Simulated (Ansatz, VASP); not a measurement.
Given: the input of a run of Ansatz 0.2.0 on AgRh.

File input.yaml:

```yaml
crystal:
  lattice:
    - [2.7775881998, 0.0, 0.0]
    - [-1.3887940999, 2.4054619423, 0.0]
    - [0.0, 0.0, 4.808602]
  atoms:
    - { symbol: Ag, position: [0.0, 0.0, 0.5] }
    - { symbol: Rh, position: [0.6666666667, 0.3333333333, 0.0] }
kpoints:
  mp_grid: { grid: [11, 11, 6] }
scf:
  occupations: { method: gaussian, width: 0.02 }
hamiltonian:
  xc: pbesol
  pseudopotentials: { kind: all_electron, lapw: { basis_error: 0.001 } }
output:
  forces: true
  stress: true
  eigenvalues: true
```

Potentials or basis: all-electron LAPW, scalar-relativistic.

The run is started by

```sh
$ ansatz run input.yaml --threads 1 --pin off --max-ram 3072MiB --backend cpu --events-out ev --progress --plain --runs-dir out
```

Set up the same calculation for VASP 6.6.1. Potentials there: VASP PAW PBE potentials, release 64 (Ag, Rh_pv).

As run (the cutoff follows the program's own potentials):

The input INCAR:

```
ALGO     = Normal         # electronic algorithm
EDIFF    = 1E-6           # SCF threshold, eV
ENCUT    = 520            # plane-wave cutoff, eV
GGA      = PS             # functional
ISIF     = 2              # what is computed and relaxed
ISMEAR   = 0              # smearing method
LASPH    = T              # aspherical terms in the spheres
LCHARG   = F              # write CHGCAR
LREAL    = F              # projectors in reciprocal space
LWAVE    = F              # write WAVECAR
NBANDS   = 20             # bands
NELM     = 80             # most SCF steps
PREC     = Accurate       # precision mode
SIGMA    = 0.02           # smearing width, eV
```

KPOINTS

```
k-points
0
Gamma
  11 11 6
```

File POSCAR:

```
AgRh
1.0
    2.7775881998      0.0000000000      0.0000000000
   -1.3887940999      2.4054619423      0.0000000000
    0.0000000000      0.0000000000      4.8086020000
Ag Rh
1 1
Direct
    0.0000000000      0.0000000000      0.5000000000
    0.6666666667      0.3333333333      0.0000000000
```

Potentials or basis: VASP PAW PBE potentials, release 64 (Ag, Rh_pv).

The run is started by

```console
$ cat potpaw_PBE.64/Ag/POTCAR potpaw_PBE.64/Rh_pv/POTCAR > POTCAR
$ mpirun -np 1 vasp_std > vasp.out
```

Both were run:

|  | VASP | Ansatz | Ansatz less VASP |
| --- | --- | --- | --- |
| gap on the k mesh at the Fermi level (eV) | none | none | - |
| pressure (GPa) | -10.8 | -10.7 | +0.12 |
| traceless stress, the component that is largest in VASP (GPa) | -0.06 | -0.09 | -0.030 |

VASP's potentials were made for PBE, not for PBEsol. A gap of «none» marks a metal or a gap that the smearing closes. Ansatz ran all-electron here, and VASP with PAW potentials.
